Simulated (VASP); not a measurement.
A run of VASP 6.6.1:

File INCAR:

```
SYSTEM = GaP
ALGO = Normal
EDIFF = 1E-6
ENCUT = 520
GGA = PS
ISIF = 2
ISMEAR = -1
LASPH = .TRUE.
LCHARG = .FALSE.
LREAL = .FALSE.
LWAVE = .FALSE.
NBANDS = 16
NELM = 80
PREC = Accurate
SIGMA = 0.05
```

File KPOINTS:

```
k-points
0
G
  12 12 12
  0 0 0
```

POSCAR

```
GaP
1.0
    0.0000000000      2.6636941769      2.6636941769
    2.6636941769      0.0000000000      2.6636941769
    2.6636941769      2.6636941769      0.0000000000
Ga P
1 1
Direct
    0.0000000000      0.0000000000      0.0000000000
    0.2500000000      0.2500000000      0.2500000000
```

Potentials or basis: VASP PAW PBE potentials, release 64 (Ga_d, P).

The run is started by

```console
$ cat potpaw_PBE.64/Ga_d/POTCAR potpaw_PBE.64/P/POTCAR > POTCAR
$ mpirun -np 1 vasp_std > vasp.out
```

Hardware: 1 thread of Intel(R) Xeon(R) Platinum 8488C (Sapphire Rapids), on a shared host.

Estimate the wall time of this run.

Run time: 39 s on 1 thread of Intel(R) Xeon(R) Platinum 8488C (Sapphire Rapids), on a shared host, peak memory 0.18 GiB. Counts: scf iterations 12, k points 72.
